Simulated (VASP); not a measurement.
# CdSe (F-43m) in VASP: single point with r2SCAN

Aim: the single point of CdSe with r2SCAN.

Program: VASP 6.6.1. These are calculated values, not measurements. Logs are shortened: lines on timing, memory, paths and dates and some standing lists are left out, and cuts for length are marked.

**1. The cell of the first run**

Symmetry: F-43m, No. 216, cubic system. The conventional cell has a = 6.080 Å, b = 6.080 Å, c = 6.080 Å, α = 90.00°, β = 90.00°, γ = 90.00°. Within 3.5 Å of Cd (site symmetry -43m) lie 4 Se at 2.63 Å. Se (site symmetry -43m) has 4 Cd at 2.63 Å within 3.5 Å.

**2. Single point, r2SCAN**

POSCAR reads:

```
CdSe
1.0
    0.0000000000      3.0400000000      3.0400000000
    3.0400000000      0.0000000000      3.0400000000
    3.0400000000      3.0400000000      0.0000000000
Cd Se
1 1
Direct
    0.0000000000      0.0000000000      0.0000000000
    0.2500000000      0.2500000000      0.2500000000
```

INCAR.step1 reads:

```
SYSTEM = CdSe
ALGO     = Normal         ! electronic algorithm
EDIFF    = 1E-4           ! SCF threshold, eV
ENCUT    = 520            ! plane-wave cutoff, eV
GGA      = PE             ! functional
ISMEAR   = -1             ! smearing method
LASPH    = .TRUE.         ! aspherical terms in the spheres
LCHARG   = .FALSE.        ! write CHGCAR
LREAL    = .FALSE.        ! projectors in reciprocal space
LWAVE    = .TRUE.         ! write WAVECAR
NBANDS   = 16             ! bands
NELM     = 60             ! most SCF steps
PREC     = Accurate       ! precision mode
SIGMA    = 0.05           ! smearing width, eV
```

INCAR.step2 reads:

```
SYSTEM = CdSe
ALGO     = Normal         ! electronic algorithm
EDIFF    = 1E-6           ! SCF threshold, eV
ENCUT    = 520            ! plane-wave cutoff, eV
ISIF     = 2              ! what is computed and relaxed
ISMEAR   = -1             ! smearing method
ISTART   = 1            
LASPH    = .TRUE.         ! aspherical terms in the spheres
LCHARG   = .TRUE.         ! write CHGCAR
LELF     = .TRUE.         ! ELF
LMIXTAU  = .TRUE.       
LREAL    = .FALSE.        ! projectors in reciprocal space
LVHAR    = .TRUE.       
LWAVE    = .FALSE.        ! write WAVECAR
METAGGA  = R2SCAN         ! meta-GGA
NBANDS   = 16             ! bands
NELM     = 60             ! most SCF steps
PREC     = Accurate       ! precision mode
SIGMA    = 0.05           ! smearing width, eV
```

KPOINTS reads:

```
k-points
0
G
  7 7 7
  0 0 0
```

Potentials or basis: VASP PAW PBE potentials, release 64 (Cd, Se).

Command:

```sh
> cat potpaw_PBE.64/Cd/POTCAR potpaw_PBE.64/Se/POTCAR > POTCAR
> cp INCAR.step1 INCAR
> mpirun -np 1 vasp_std > vasp.out
> cp INCAR.step2 INCAR
> mpirun -np 1 vasp_std > vasp.out
```

OUTCAR:

```text
SYSTEM = CdSe
   EDIFF = 1E-6
   ENCUT = 520
   ISIF = 2
   ISMEAR = -1
   ISTART = 1
   LASPH = .TRUE.
   LREAL = .FALSE.
   METAGGA = R2SCAN
   NELM = 60
   PREC = Accurate

 ion  position               nearest neighbor table
   1  0.000  0.000  0.000-   2 2.63   2 2.63   2 2.63   2 2.63
   2  0.250  0.250  0.250-   1 2.63   1 2.63   1 2.63   1 2.63

  LATTYP: Found a face centered cubic cell.
 ALAT       =     6.0800000000

  Lattice vectors:

 A1 = (   0.0000000000,   3.0400000000,   3.0400000000)
 A2 = (   3.0400000000,   0.0000000000,   3.0400000000)
 A3 = (   3.0400000000,   3.0400000000,   0.0000000000)

Analysis of symmetry for initial positions (statically):
=====================================================================
 Subroutine PRICEL returns:
 Original cell was already a primitive cell.

 Routine SETGRP: Setting up the symmetry group for a
 face centered cubic supercell.

 Subroutine GETGRP returns: Found 24 space group operations
 (whereof 24 operations were pure point group operations)
 out of a pool of 48 trial point group operations.

The static configuration has the point symmetry T_d .

Analysis of symmetry for dynamics (positions and initial velocities):
=====================================================================
 Subroutine PRICEL returns:
 Original cell was already a primitive cell.

 Routine SETGRP: Setting up the symmetry group for a
 face centered cubic supercell.

 Subroutine GETGRP returns: Found 24 space group operations
 (whereof 24 operations were pure point group operations)
 out of a pool of 48 trial point group operations.

The dynamic configuration has the point symmetry T_d .

 Subroutine INISYM returns: Found 24 space group operations
 (whereof 24 operations are pure point group operations),
 and found     1 'primitive' translations

----------------------------------------------------------------------------------------

                                     Primitive cell

  volume of cell :      56.1889

  direct lattice vectors                    reciprocal lattice vectors
     0.000000000  3.040000000  3.040000000    -0.164473684  0.164473684  0.164473684
     3.040000000  0.000000000  3.040000000     0.164473684 -0.164473684  0.164473684
     3.040000000  3.040000000  0.000000000     0.164473684  0.164473684 -0.164473684

  length of vectors
     4.299209230  4.299209230  4.299209230     0.284876778  0.284876778  0.284876778

  position of ions in fractional coordinates (direct lattice)
     0.000000000  0.000000000  0.000000000
     0.250000000  0.250000000  0.250000000
[... 71 lines left out ...]
   NELM   =     60;   NELMIN=  2; NELMDL=  0     # of ELM steps
   EDIFF  = 0.1E-05   stopping-criterion for ELM
   LREAL  =      F    real-space projection
   EDIFFG = 0.1E-04   stopping-criterion for IOM
   NSW    =      0    number of steps for IOM
   IBRION =     -1    ionic relax: 0-MD 1-quasi-New 2-CG
   NFREE  =      0    steps in history (QN), initial steepest desc. (CG)
   ISIF   =      2    stress and relaxation
   ISYM   =      2    0-nonsym 1-usesym 2-fastsym
   POTIM  = 0.5000    time-step for ionic-motion
   TEBEG  =    0.0;   TEEND  =   0.0 temperature during run
   PSTRESS=    0.0 pullay stress
   NELECT =      18.0000    total number of electrons
   NUPDOWN=      -1.0000    fix difference up-down
   EMIN   =  10.00;   EMAX   =-10.00  energy-range for DOS
   EFERMI =   0.00;   METHOD = LEGACY
   ISMEAR =    -1;   SIGMA  =   0.05  broadening in eV -4-tet -1-fermi 0-gaus
   EFERMI_NEDOS =   21; number of points for ismear=-14 and -15
   IALGO  =     38    algorithm
   IMIX   =      4    mixing-type and parameters
     AMIX     =   0.40;   BMIX     =  1.00
     AMIX_MAG =   1.60;   BMIX_MAG =  1.00
  volume/ion in A,a.u.               =      28.09       189.59
  Fermi-wavevector in a.u.,A,eV,Ry     =   1.120165  2.116805 17.072184  1.254770
  Thomas-Fermi vector in A             =   2.256810
   LORBIT       =      0    0 simple, 1 ext, 2 COOP (PROOUT), +10 PAW based schemes
   METAGGA = R2SCAN    functional components
   LHFCALC =     F    Hartree Fock is set to
   AEXX    =    0.0000 exact exchange contribution
   IVDW    =     0    specifies the selected vdW correction
   LEPSILON=     F    determine dielectric tensor
   LRPA    =     F    only Hartree local field effects (RPA)
 non-spin polarized calculation
  energy-cutoff  :      520.00
  volume of cell :       56.19
 maximum number of plane-waves:      1532
   NGX = 15   NGY = 15   NGZ = 15

 number of electron      18.0000001 magnetization

 Free energy of the ion-electron system (eV)
  ---------------------------------------------------
  ext. energy  EPLUGINS =         0.00000000
  ---------------------------------------------------
  free energy    TOTEN  =       -35.90595888 eV

  energy without entropy =      -35.90595863  energy(sigma->0) =      -35.90595875

 E-fermi :   1.2308     XC(G=0):  -9.4333

 val. band max:        0.6534587686   @ k =   0.0000   0.0000   0.0000
 cond. band min:       1.7421895156   @ k =   0.0000   0.0000   0.0000
 fundamental gap:      1.0887307470
 Fermi energy:         1.2307692532

 k-point     1 :       0.0000    0.0000    0.0000
  band No.  band energies     occupation
      1     -12.3738      2.00000
      2      -7.5172      2.00000
      3      -7.5171      2.00000
      4      -7.5171      2.00000
      5      -7.1132      2.00000
      6      -7.1132      2.00000
[... 357 lines left out ...]
      3      -7.3048      2.00000
      4      -7.1558      2.00000
      5      -7.1016      2.00000
      6      -6.6307      2.00000
[... 8 lines left out ...]
     15      13.0909      0.00000
     16      15.0950      0.00000

------------------------ aborting loop because EDIFF is reached ----------------------------------------

  FORCE on cell =-STRESS in cart. coord.  units (eV):
  Direction    XX          YY          ZZ          XY          YZ          ZX
  --------------------------------------------------------------------------------------
  -------------------------------------------------------------------------------------
  Total        0.6020099      0.6020099      0.6020099      0.0000000      0.0000000      0.0000000
  in kB       17.1657777     17.1657777     17.1657777      0.0000000      0.0000000      0.0000000
  external PRESSURE =      17.1657777 kB  Pullay stress =       0.0000000 kB

 VOLUME and BASIS-vectors are now :
 -----------------------------------------------------------------------------
  energy-cutoff  :      520.00
  volume of cell :       56.19
      direct lattice vectors                 reciprocal lattice vectors
     0.000000000  3.040000000  3.040000000    -0.164473684  0.164473684  0.164473684
     3.040000000  0.000000000  3.040000000     0.164473684 -0.164473684  0.164473684
     3.040000000  3.040000000  0.000000000     0.164473684  0.164473684 -0.164473684

 POSITION                                       TOTAL-FORCE (eV/Angst)
 -----------------------------------------------------------------------------------
      0.00000      0.00000      0.00000        -0.000000     -0.000000     -0.000000
      1.52000      1.52000      1.52000         0.000000      0.000000      0.000000
 -----------------------------------------------------------------------------------
    total drift:                               -0.000002     -0.000002     -0.000002

  FREE ENERGIE OF THE ION-ELECTRON SYSTEM (eV)
  ---------------------------------------------------
  free  energy   TOTEN  =       -35.9059588835 eV

  energy  without entropy=      -35.9059586259  energy(sigma->0) =      -35.90595875
```

Run time: 2.1 min. Hardware: 1 thread of AMD EPYC, shared host; peak memory 0.16 GiB.

What came out:

```yaml
Free_energy: -35.9060 eV
Pressure: 1.7 GPa
Band_gap_on_the_k_mesh: 1.09 eV, direct
```

Levels at points of the mesh, in eV from the valence-band top:
| k point | band 6 | band 7 | band 8 | band 9 | band 10 | band 11 | band 12 | band 13 |
| --- | --- | --- | --- | --- | --- | --- | --- | --- |
| (0.00, 0.00, 0.00) | -7.77 | 0.00 | 0.00 | 0.00 | 1.09 | 6.47 | 6.47 | 6.47 |

Caveat: the PAW data sets were made with another functional, which shifts forces and pressure a little. r2SCAN opens gaps a little over a GGA but as a rule still falls short of measured ones.
